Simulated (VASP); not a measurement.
CaSiH6, 8 atoms in the cell. The typed cell holds 8 atoms: a = 4.381 Å, b = 4.718 Å, c = 4.294 Å, α = 76.59°, β = 85.32°, γ = 51.99°. 

```yaml
Program: VASP 6.6.1
Task: single point
Functional: PBEsol
Potentials_or_basis: VASP PAW PBE potentials, release 64 (Ca_sv, Si, H)
Cutoff: 520 eV
k_mesh: 6 × 6 × 4
Occupations: fermi-dirac, width 0.05 eV
Spin: no spin polarisation
Dipole_correction: no
Further_INCAR_settings: ALGO = Normal; EDIFF = 1e-07; NBANDS = 20
```

Potentials or basis: VASP PAW PBE potentials, release 64 (Ca_sv, Si, H).

Run with:

```sh
$ cat potpaw_PBE.64/Ca_sv/POTCAR potpaw_PBE.64/Si/POTCAR potpaw_PBE.64/H/POTCAR > POTCAR
$ mpirun -np 1 vasp_std > vasp.out
```

Hardware: 1 thread of Intel(R) Xeon(R) Platinum 8488C (Sapphire Rapids) (shared host).

Task: Estimate the wall time of this run.

Result: It took 86 s on 1 thread of Intel(R) Xeon(R) Platinum 8488C (Sapphire Rapids), on a shared host, peak memory 0.25 GiB. Counts: scf iterations 14, k points 76.
